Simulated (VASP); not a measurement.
# Ta2Sn3 (P4/mbm) in VASP: relaxation of cell and atoms with PBE

Aim: the relaxation of cell and atoms of Ta2Sn3 with PBE.

Program: VASP 6.6.1. These are calculated values, not measurements. Logs are shortened: lines on timing, memory, paths and dates and some standing lists are left out, and cuts for length are marked.

## 1. The cell of the first run

Symmetry: P4/mbm, No. 127, tetragonal system. The conventional cell has a = 7.446 Å, b = 7.446 Å, c = 3.937 Å, α = 90.00°, β = 90.00°, γ = 90.00°. Ta (site symmetry m2m) has 8 Sn at 2.87 to 2.95 Å and 7 Ta at 2.99 to 4.06 Å within 4.1 Å. Within 4.0 Å of Sn (site symmetry m2m) lie 6 Ta at 2.92 to 2.95 Å and 11 Sn at 3.24 to 3.99 Å. Within 4.0 Å of Sn (site symmetry 4/m) lie 4 Ta at 2.87 Å and 10 Sn at 3.44 to 3.94 Å.

## 2. Relaxation of cell and atoms, PBE

INCAR reads:

```
  PREC = Accurate
  ENCUT = 600
  EDIFF = 1E-6
  ISMEAR = 0
  SIGMA = 0.1
  LREAL = False
  LASPH = True
  NELM = 80
  ALGO = Fast
  ISIF = 3
  LWAVE = False
  LCHARG = False
  GGA = PE
  IBRION = 2
  NSW = 100
  EDIFFG = -0.01
```

KPOINTS reads:

```
regular mesh
0
Gamma
  4 4 8
```

POSCAR reads:

```
Ta2Sn3
1.0
    7.4463758839      0.0000000000      0.0000000000
    0.0000000000      7.4463758839      0.0000000000
    0.0000000000      0.0000000000      3.9370169511
Ta Sn
4 6
Direct
    0.3581296308      0.8581296308      0.0000000000
    0.6418703692      0.1418703692      0.0000000000
    0.1418703692      0.3581296308      0.0000000000
    0.8581296308      0.6418703692      0.0000000000
    0.8462842645      0.3462842645      0.5000000000
    0.1537157355      0.6537157355      0.5000000000
    0.3462842645      0.1537157355      0.5000000000
    0.6537157355      0.8462842645      0.5000000000
    0.0000000000      0.0000000000      0.0000000000
    0.5000000000      0.5000000000      0.0000000000
```

Potentials or basis: VASP PAW PBE potentials, release 64 (Ta_pv, Sn_d).

Launch:

```
$ cat potpaw_PBE.64/Ta_pv/POTCAR potpaw_PBE.64/Sn_d/POTCAR > POTCAR
$ mpirun -np 1 vasp_std > vasp.out
```

OUTCAR:

```text
PREC = Accurate
   ENCUT = 600
   EDIFF = 1E-6
   ISMEAR = 0
   LREAL = False
   LASPH = True
   NELM = 80
   ISIF = 3
   GGA = PE
   IBRION = 2
   NSW = 100
   EDIFFG = -0.01

 ion  position               nearest neighbor table
   1  0.358  0.858  0.000-   9 2.87  10 2.87   6 2.92   6 2.92   8 2.95   7 2.95   7 2.95   8 2.95
                             2 2.99
   2  0.642  0.142  0.000-   9 2.87  10 2.87   5 2.92   5 2.92   8 2.95   7 2.95   7 2.95   8 2.95
                             1 2.99
   3  0.142  0.358  0.000-   9 2.87  10 2.87   7 2.92   7 2.92   5 2.95   5 2.95   6 2.95   6 2.95
                             4 2.99
   4  0.858  0.642  0.000-   9 2.87  10 2.87   8 2.92   8 2.92   5 2.95   5 2.95   6 2.95   6 2.95
                             3 2.99
   5  0.846  0.346  0.500-   2 2.92   2 2.92   4 2.95   3 2.95   3 2.95   4 2.95   6 3.24  10 3.44
                             9 3.44   9 3.44  10 3.44
   6  0.154  0.654  0.500-   1 2.92   1 2.92   4 2.95   3 2.95   3 2.95   4 2.95   5 3.24  10 3.44
                             9 3.44   9 3.44  10 3.44
   7  0.346  0.154  0.500-   3 2.92   3 2.92   1 2.95   1 2.95   2 2.95   2 2.95   8 3.24  10 3.44
                             9 3.44   9 3.44  10 3.44
   8  0.654  0.846  0.500-   4 2.92   4 2.92   1 2.95   1 2.95   2 2.95   2 2.95   7 3.24  10 3.44
                             9 3.44   9 3.44  10 3.44
   9  0.000  0.000  0.000-   1 2.87   2 2.87   3 2.87   4 2.87   5 3.44   6 3.44   7 3.44   8 3.44
                             5 3.44   6 3.44   7 3.44   8 3.44
  10  0.500  0.500  0.000-   1 2.87   2 2.87   3 2.87   4 2.87   5 3.44   6 3.44   7 3.44   8 3.44
                             5 3.44   6 3.44   7 3.44   8 3.44

  LATTYP: Found a simple tetragonal cell.
 ALAT       =     7.4463758839
 C/A-ratio  =     0.5287158495

  Lattice vectors:

 A1 = (   7.4463758839,   0.0000000000,   0.0000000000)
 A2 = (   0.0000000000,   7.4463758839,   0.0000000000)
 A3 = (   0.0000000000,   0.0000000000,   3.9370169511)

Analysis of symmetry for initial positions (statically):
=====================================================================
 Subroutine PRICEL returns:
 Original cell was already a primitive cell.

 Routine SETGRP: Setting up the symmetry group for a
 simple tetragonal supercell.

 Subroutine GETGRP returns: Found 16 space group operations
 (whereof  8 operations were pure point group operations)
 out of a pool of 16 trial point group operations.

The static configuration has the point symmetry C_4h.
 The point group associated with its full space group is D_4h.

Analysis of symmetry for dynamics (positions and initial velocities):
=====================================================================
 Subroutine PRICEL returns:
 Original cell was already a primitive cell.

[... 147 lines left out ...]
  Thomas-Fermi vector in A             =   2.496032
   LORBIT       =      0    0 simple, 1 ext, 2 COOP (PROOUT), +10 PAW based schemes
   GGA     = PE    functional components
   LHFCALC =     F    Hartree Fock is set to
   AEXX    =    0.0000 exact exchange contribution
   IVDW    =     0    specifies the selected vdW correction
   LEPSILON=     F    determine dielectric tensor
   LRPA    =     F    only Hartree local field effects (RPA)
 conjugate gradient relaxation of ions
 non-spin polarized calculation
 RMM-DIIS sequential band-by-band and
 Gauss-broadening in eV      SIGMA  =   0.10
  energy-cutoff  :      600.00
  volume of cell :      218.30
 maximum number of plane-waves:      7328
 NGX is ok and might be reduce to    60
   NGX = 29   NGY = 29   NGZ = 15

--------------------------------------- Ionic step        1  -------------------------------------------

 number of electron     127.9999982 magnetization

 Free energy of the ion-electron system (eV)
  ---------------------------------------------------
  ext. energy  EPLUGINS =         0.00000000
  ---------------------------------------------------
  free energy    TOTEN  =       -68.29809935 eV

  energy without entropy =      -68.27760422  energy(sigma->0) =      -68.28785178

------------------------ aborting loop because EDIFF is reached ----------------------------------------

  FORCE on cell =-STRESS in cart. coord.  units (eV):
  Direction    XX          YY          ZZ          XY          YZ          ZX
  --------------------------------------------------------------------------------------
  -------------------------------------------------------------------------------------
  Total       -0.0747864     -0.0747864      0.3747028      0.0000000     -0.0000000      0.0000000
  in kB       -0.5488779     -0.5488779      2.7500483      0.0000000     -0.0000000      0.0000000
  external PRESSURE =       0.5507641 kB  Pullay stress =       0.0000000 kB
[... 113 lines left out ...]
  FREE ENERGIE OF THE ION-ELECTRON SYSTEM (eV)
  ---------------------------------------------------
  free  energy   TOTEN  =       -68.3040300274 eV

  energy  without entropy=      -68.2846561745  energy(sigma->0) =      -68.29434310

[... ionic steps 4 to 8 ...]

--------------------------------------- Ionic step        9  -------------------------------------------

 number of electron     127.9999992 magnetization

------------------------ aborting loop because EDIFF is reached ----------------------------------------
[... 83 lines left out ...]
--------------------------------------- Ionic step       11  -------------------------------------------

 number of electron     127.9999993 magnetization

 Free energy of the ion-electron system (eV)
  ---------------------------------------------------
  ext. energy  EPLUGINS =         0.00000000
  ---------------------------------------------------
  free energy    TOTEN  =       -68.30735857 eV

  energy without entropy =      -68.28814618  energy(sigma->0) =      -68.29775237

 E-fermi :   8.3352     XC(G=0): -11.4396

 val. band max:        8.3226916469   @ k =   0.5000   0.0000   0.1250
 cond. band min:       8.3548726069   @ k =   0.0000   0.0000   0.5000
 fundamental gap:      0.0321809600
 Fermi energy:         8.3351874338

 k-point     1 :       0.0000    0.0000    0.0000
  band No.  band energies     occupation
      1     -26.5629      2.00000
      2     -26.5441      2.00000
      3     -26.5418      2.00000
      4     -26.5418      2.00000
      5     -26.5173      2.00000
      6     -26.5019      2.00000
[... 1885 lines left out ...]
     75      11.2124      0.00000
     76      11.2343      0.00000

 [... further k-points ...]
[... 5 lines left out ...]
  --------------------------------------------------------------------------------------
  -------------------------------------------------------------------------------------
  Total        0.0154556      0.0154556     -0.0090371      0.0000000     -0.0000000     -0.0000000
  in kB        0.1132152      0.1132152     -0.0661982      0.0000000     -0.0000000     -0.0000000
  external PRESSURE =       0.0534107 kB  Pullay stress =       0.0000000 kB
[... 25 lines left out ...]
  FREE ENERGIE OF THE ION-ELECTRON SYSTEM (eV)
  ---------------------------------------------------
  free  energy   TOTEN  =       -68.3073585662 eV

  energy  without entropy=      -68.2881461754  energy(sigma->0) =      -68.29775237

 reached required accuracy - stopping structural energy minimisation
```

CONTCAR:

```text
Ta2Sn3
   1.00000000000000
     7.4342310368341149   -0.0000000000000000    0.0000000000000000
    -0.0000000000000000    7.4342310368341149   -0.0000000000000000
    -0.0000000000000000   -0.0000000000000000    3.9574862463774942
  Ta              Sn
     4     6
Direct
     0.3604136764568440    0.8604136764568441    1.0000000000000000
     0.6395863235431559    0.1395863235431560    0.0000000000000000
     0.1395863235431560    0.3604136764568440    0.0000000000000000
     0.8604136764568441    0.6395863235431559    0.0000000000000000
     0.8448165891174320    0.3448165891174320    0.5000000000000000
     0.1551834108825680    0.6551834108825680    0.5000000000000000
     0.3448165891174320    0.1551834108825680    0.5000000000000000
     0.6551834108825680    0.8448165891174320    0.5000000000000000
     0.0000000000000000    1.0000000000000000    0.0000000000000000
     0.5000000000000000    0.5000000000000000    0.0000000000000000

  0.00000000E+00  0.00000000E+00  0.00000000E+00
  0.00000000E+00  0.00000000E+00  0.00000000E+00
  0.00000000E+00  0.00000000E+00  0.00000000E+00
  0.00000000E+00  0.00000000E+00  0.00000000E+00
  0.00000000E+00  0.00000000E+00  0.00000000E+00
  0.00000000E+00  0.00000000E+00  0.00000000E+00
  0.00000000E+00  0.00000000E+00  0.00000000E+00
  0.00000000E+00  0.00000000E+00  0.00000000E+00
  0.00000000E+00  0.00000000E+00  0.00000000E+00
  0.00000000E+00  0.00000000E+00  0.00000000E+00
```

Run time: 2.2 h. Hardware: 1 thread of Oxide Virtual Turin-like, shared host; peak memory 0.63 GiB.

What came out:

- Free energy: -68.3074 eV
- Relaxed volume: 21.87 Å³/atom
- Relaxed cell: a = 7.434 Å, b = 7.434 Å, c = 3.957 Å, α = 90.00°, β = 90.00°, γ = 90.00°
- Space group after relaxing (to 0.1 Å): P4/mbm (No. 127)
- Energy gained by relaxing: 0.9 meV/atom
- Ionic steps: 11
- Pressure after relaxing: 0.0 GPa
- Largest force after relaxing: 0.004 eV/Å
- Band gap on the k mesh: zero (bands 64 and 65 overlap by 0.63 eV)

Forces in eV/Å, atoms in the order of the input:
```
Ta   0.002  0.002  0.000
Ta  -0.002 -0.002  0.000
Ta  -0.002  0.002  0.000
Ta   0.002 -0.002  0.000
Sn   0.003  0.003  0.000
Sn  -0.003 -0.003  0.000
Sn   0.003 -0.003  0.000
Sn  -0.003  0.003  0.000
Sn   0.000  0.000  0.000
Sn   0.000  0.000  0.000
```

Step by step:
```tsv
step	energy change (eV)	largest force (eV/Å)	pressure (GPa)	volume (Å³)
1	0.0000	0.1773	0.06	218.30
2	-0.0048	0.0788	0.02	218.54
3	-0.0059	0.1023	0.00	218.77
4	-0.0060	0.0876	0.01	218.72
5	-0.0076	0.0620	-0.05	218.81
6	-0.0087	0.0301	-0.08	218.93
7	-0.0083	0.0322	-0.19	219.16
8	-0.0090	0.0100	-0.14	219.01
9	-0.0084	0.0095	0.35	218.08
10	-0.0091	0.0077	0.04	218.71
11	-0.0093	0.0037	0.01	218.72
```

Final structure:
```xyz
10
Lattice="7.4342 0.0000 0.0000 0.0000 7.4342 0.0000 0.0000 0.0000 3.9575" Properties=species:S:1:pos:R:3 pbc="T T T"
Ta    2.6794    6.3965    3.9575
Ta    4.7548    1.0377    0.0000
Ta    1.0377    2.6794    0.0000
Ta    6.3965    4.7548    0.0000
Sn    6.2806    2.5634    1.9787
Sn    1.1537    4.8708    1.9787
Sn    2.5634    1.1537    1.9787
Sn    4.8708    6.2806    1.9787
Sn    0.0000    7.4342    0.0000
Sn    3.7171    3.7171    0.0000
```

Caveat: spin-orbit coupling is left out, which moves the levels of the heavy elements.

The gap in the log of VASP goes by the Fermi energy; the results here count the filled bands.